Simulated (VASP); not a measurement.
## Ti: single point with PBEsol-based global hybrid with 25 % exact exchange

Ti:

```
Ti
1.0
     2.96954    0.00000    0.00000
    -1.48477    2.57169    0.00000
     0.00000    0.00000    4.71099
Ti
2
Direct
  0.66667 0.33333 0.75000
  0.33333 0.66667 0.25000
```

| Quantity | Value |
| --- | --- |
| Program | VASP 6.6.1 |
| Task | single point |
| Functional | PBEsol-based global hybrid with 25 % exact exchange |
| Potentials or basis | VASP PAW PBE potentials, release 64 (Ti_sv) |
| Cutoff | 520 eV |
| k mesh | 5 × 5 × 3 |
| Occupations | fermi-dirac, width 0.05 eV |
| Spin | no spin polarisation |

* Pressure: -9.8 GPa
* Band gap on the k mesh: zero (bands 12 and 13 overlap by 1.76 eV)

Stress tensor (GPa, compression positive):
```
 -9.04   0.00   0.00
  0.00  -9.04   0.00
  0.00   0.00 -11.41
```

Levels at points of the mesh, in eV from the Fermi level:
| k point | band 10 | band 11 | band 12 | band 13 | band 14 | band 15 |
| --- | --- | --- | --- | --- | --- | --- |
| (0.00, 0.00, 0.00) | -3.83 | 0.38 | 1.35 | 1.35 | 1.58 | 2.04 |

Run time: 19 min on 1 thread of Intel(R) Xeon(R) Platinum 8259CL CPU @ 2.50GHz (Skylake/Cascade Lake), with other jobs on the host, peak memory 0.16 GiB.

Caveat: the k points lie up to 0.49 Å⁻¹ apart, too coarse for converged energies and pressures of a metal; the PAW data sets were made with another functional, which shifts forces and pressure a little.
